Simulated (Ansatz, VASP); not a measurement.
One calculation of Y, two programs

File INCAR:

```
ALGO = Normal
EDIFF = 1E-7
ENCUT = 520
GGA = CA
ISIF = 2
ISMEAR = -1
LASPH = True
LCHARG = False
LREAL = False
LWAVE = False
NBANDS = 12
NELM = 60
PREC = Accurate
SIGMA = 0.1
```

Contents of KPOINTS:

```
k-points
0
Gamma
  13 13 13
```

Contents of POSCAR:

```
Y
1.0
   -1.9829524011      1.9829524011      1.9829524011
    1.9829524011     -1.9829524011      1.9829524011
    1.9829524011      1.9829524011     -1.9829524011
Y
1
Direct
    0.0000000000      0.0000000000      0.0000000000
```

Input for Ansatz:

```yaml
crystal:
  lattice:
    - [-1.9829524011, 1.9829524011, 1.9829524011]
    - [1.9829524011, -1.9829524011, 1.9829524011]
    - [1.9829524011, 1.9829524011, -1.9829524011]
  atoms:
    - { symbol: "Y", position: [0.0, 0.0, 0.0] }
hamiltonian:
  xc: lda
  pseudopotentials:
    kind: paw
    azcp:
      "Y": "pseudopotentials/Y.paw.azcp"
basis:
  ecutwfc: 420
  fft_grid_basis: typed
kpoints:
  mp_grid: { grid: [13, 13, 13], shift: [0, 0, 0] }
magnetization:
  spin_polarized: false
scf:
  occupations: { method: fermi_dirac, width: 0.1 }
  lower_state_search: "off"
output:
  stress: true
```

Alike in both runs: task single point; functional LDA; k mesh 13 × 13 × 13; occupations fermi-dirac, width 0.1 eV; no spin polarisation.

|  | VASP | Ansatz |
| --- | --- | --- |
| version | VASP 6.6.1 | Ansatz 0.2.0 |
| potentials or method | VASP PAW LDA potentials, release 64 (Y_sv), cutoff 520 eV | plane waves (420 eV) with PAW, scalar-relativistic |
| valence electrons in the cell | 11 | 11 |

|  | VASP | Ansatz | Ansatz less VASP |
| --- | --- | --- | --- |
| pressure (GPa) | -1.7 | -1.6 | +0.12 |

Ansatz warns that its potentials were made for another functional, while VASP's fit it. LDA's correlation is that of Perdew and Zunger in VASP and of Perdew and Wang (1992) in Ansatz.
